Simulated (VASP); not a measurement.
Set up this calculation in VASP 6.6.1, as the native input.

```
Task                   : single point
Functional             : PBEsol
Potentials or basis    : VASP PAW PBE potentials, release 64 (Ba_sv, As)
Cutoff                 : 520 eV
k mesh                 : 9 × 9 × 9
Occupations            : gaussian, width 0.05 eV
Spin                   : non-collinear spin, zero start, spin-orbit coupling
Starting moments       : [[0.0, 0.0, 0.0], [0.0, 0.0, 0.0]] μB
Dipole correction      : no
Further INCAR settings : ALGO = Normal; EDIFF = 1e-06; NBANDS = 27
```

The structure of BaAs lies in POSCAR:

```
BaAs
1.0
    4.0245855900      0.0000000000      0.0000000000
    0.0000000000      4.0245855900      0.0000000000
    0.0000000000      0.0000000000      4.0245855900
Ba As
1 1
Direct
    0.0000000000      0.0000000000      0.0000000000
    0.5000000000      0.5000000000      0.5000000000
```

The input as run:

INCAR

```
SYSTEM = BaAs
ALGO = Normal ; EDIFF = 1E-6
ENCUT = 520 ; GGA = PS
GGA_COMPAT = .FALSE. ; ISIF = 2
ISMEAR = 0 ; LASPH = .TRUE.
LCHARG = .FALSE. ; LORBIT = 11
LORBMOM = .TRUE. ; LREAL = .FALSE.
LSORBIT = .TRUE. ; LWAVE = .FALSE.
MAGMOM = 0 0 0 0 0 0 ; NBANDS = 27
NELM = 150 ; PREC = Accurate
SIGMA = 0.05
```

KPOINTS

```
k-points
0
G
  9 9 9
  0 0 0
```

Potentials or basis: VASP PAW PBE potentials, release 64 (Ba_sv, As).

Command:

```console
$ cat potpaw_PBE.64/Ba_sv/POTCAR potpaw_PBE.64/As/POTCAR > POTCAR
$ mpirun -np 1 vasp_ncl > vasp.out
```

Results of the run:

```yaml
Pressure: -1.8 GPa
Net_moment: 0.00 μB per cell
Valence_electrons_inside_the_program's_atomic_spheres: Ba 7.91; As 2.70
```

Caveat: the PAW data sets were made with another functional, which shifts forces and pressure a little.

Run time: 50 s on 1 thread of Intel(R) Xeon(R) 6975P-C (Granite Rapids) (shared host), peak memory 0.32 GiB.
